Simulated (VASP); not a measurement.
## CdSe: single point with PBE

The system is CdSe.

```
Cd Se
1.0
     0.00000    3.07027    3.03957
     3.07027    0.00000    3.03957
     3.07027    3.07027    0.00000
Cd Se
1 1
Direct
  0.00000 0.00000 0.00000
  0.25000 0.25000 0.25000
```

This cell differs from its parent crystal: zz strain of -1 %.

```
Program                : VASP 6.6.1
Task                   : single point
Functional             : PBE
Potentials or basis    : VASP PAW PBE potentials, release 64 (Cd, Se)
Cutoff                 : 520 eV
k mesh                 : 8 × 8 × 8
Occupations            : fermi-dirac, width 0.03 eV
Spin                   : no spin polarisation
Dipole correction      : no
Further INCAR settings : ALGO = Normal; EDIFF = 1e-06; NBANDS = 16
```

```
Pressure               : 2.1 GPa
Band gap on the k mesh : 0.55 eV, direct
```

Stress tensor (GPa, compression positive):
```
2.05 0.00 0.00
0.00 2.05 0.00
0.00 0.00 2.21
```

Levels at points of the mesh, in eV from the valence-band top:
```tsv
k point	band 7	band 8	band 9	band 10	band 11	band 12
(0.00, 0.00, 0.00)	-0.03	-0.03	0.00	0.55	5.91	5.92
(0.50, 0.00, 0.00)	-4.30	-0.76	-0.72	2.35	6.38	6.45
(0.50, 0.50, 0.00)	-3.98	-1.84	-1.84	3.13	3.66	9.07
(0.50, 0.00, 0.50)	-4.03	-1.80	-1.79	3.16	3.75	8.98
```

It took 15 s on 1 thread of Intel(R) Xeon(R) 6975P-C (Granite Rapids) (shared host), peak memory 0.21 GiB.

Caveat: the cell differs from its parent crystal (zz strain of -1 %).
